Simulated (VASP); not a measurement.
TaN, 2 atoms in the cell. It takes space group Fm-3m (No. 225, cubic). Conventional cell: a = 4.423 Å, b = 4.423 Å, c = 4.423 Å, α = 90.00°, β = 90.00°, γ = 90.00°. Within 2.9 Å of Ta (site symmetry m-3m) lie 6 N at 2.21 Å. N (site symmetry m-3m) has 6 Ta at 2.21 Å within 2.9 Å. 

```yaml
Program: VASP 6.6.1
Task: single point
Functional: pbe exchange, lyp correlation
Potentials_or_basis: VASP PAW PBE potentials, release 64 (Ta_pv, N)
Cutoff: 600 eV
k_mesh: 10 × 10 × 10
Occupations: methfessel-paxton, width 0.05 eV
Spin: collinear spin, zero start
Starting_moments: "[0.0, 0.0] μB"
Dipole_correction: no
Further_INCAR_settings: ALGO = Normal; EDIFF = 1e-06; NBANDS = 19
```

Potentials or basis: VASP PAW PBE potentials, release 64 (Ta_pv, N).

The run is started by

```bash
$ cat potpaw_PBE.64/Ta_pv/POTCAR potpaw_PBE.64/N/POTCAR > POTCAR
$ mpirun -np 1 vasp_std > vasp.out
```

Hardware: 1 thread of Intel(R) Xeon(R) Platinum 8259CL CPU @ 2.50GHz (Skylake/Cascade Lake), on a shared host.

Problem. How long does it take, and how much memory?

Solution. Run time: 54 s on 1 thread of Intel(R) Xeon(R) Platinum 8259CL CPU @ 2.50GHz (Skylake/Cascade Lake), with other jobs on the host, peak memory 0.2 GiB. Counts: scf iterations 12, k points 47.
